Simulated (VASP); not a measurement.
Wanted: the native input for a VASP 6.6.1 run.

```
Task                   : single point
Functional             : LDA
Potentials or basis    : VASP PAW LDA potentials, release 64 (Rb_sv, Tl_d)
Cutoff                 : 520 eV
k mesh                 : 8 × 8 × 8
Occupations            : gaussian, width 0.05 eV
Spin                   : no spin polarisation
Dipole correction      : no
Further INCAR settings : ALGO = Fast; EDIFF = 1e-06; NBANDS = 32
```

The structure of RbTl3 lies in POSCAR:

```
RbTl3
1.0
    0.0000000000      4.1179970000      4.1179970000
    4.1179970000      0.0000000000      4.1179970000
    4.1179970000      4.1179970000      0.0000000000
Rb Tl
1 3
Direct
    0.0000000000      0.0000000000      0.0000000000
    0.2500000000      0.2500000000      0.2500000000
    0.7500000000      0.7500000000      0.7500000000
    0.5000000000      0.5000000000      0.5000000000
```

The input as run:

INCAR

```
SYSTEM = RbTl3
ALGO = Fast
EDIFF = 1E-6
ENCUT = 520
GGA = CA
ISIF = 2
ISMEAR = 0
LASPH = .TRUE.
LCHARG = .FALSE.
LREAL = .FALSE.
LWAVE = .FALSE.
NBANDS = 32
NELM = 60
PREC = Accurate
SIGMA = 0.05
```

KPOINTS

```
k-points
0
G
  8 8 8
  0 0 0
```

Potentials or basis: VASP PAW LDA potentials, release 64 (Rb_sv, Tl_d).

Launch:

```bash
$ cat potpaw_LDA.64/Rb_sv/POTCAR potpaw_LDA.64/Tl_d/POTCAR > POTCAR
$ mpirun -np 1 vasp_std > vasp.out
```

It gave:

```json
{
 "Pressure": "-3.2 GPa",
 "Band gap on the k mesh": "zero (bands 24 and 25 overlap by 0.47 eV)"
}
```

Caveat: the cell stands under tension; spin-orbit coupling is left out, which moves the levels of the heavy elements.

Wall time 120 s on 1 thread of Oxide Virtual Turin-like Processor, with other jobs on the host, peak memory 0.27 GiB.
